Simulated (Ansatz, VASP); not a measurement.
# Two plane-wave programs on V

```
CELL_PARAMETERS angstrom
-1.54274 1.54274 1.54274
1.54274 -1.54274 1.54274
1.54274 1.54274 -1.54274
ATOMIC_POSITIONS crystal
V 0.00000 0.00000 0.00000
```

Alike in both runs: task relaxation of cell and atoms; functional PBE; k mesh 8 × 8 × 8; occupations gaussian, width 0.1 eV; no spin polarisation.

```csv
,VASP,Ansatz
version,VASP 6.6.1,Ansatz 0.2.0
potentials or method,"VASP PAW PBE potentials, release 64 (V_sv), cutoff 500 eV","scalar-relativistic, plane waves, PAW"
valence electrons in the cell,13,13
```

VASP gave:

- gap on the k mesh at the Fermi level, each at its own relaxed structure (eV): none
- relaxed volume (Å³/atom): 13.41
- relaxed cell length with the largest relative difference (Å): 2.592

Q: Which values does Ansatz return?

A: gap on the k mesh at the Fermi level, each at its own relaxed structure (eV): none; relaxed volume (Å³/atom): 13.37; relaxed cell length with the largest relative difference (Å): 2.589.

A gap of «none» marks a metal or a gap that the smearing closes.
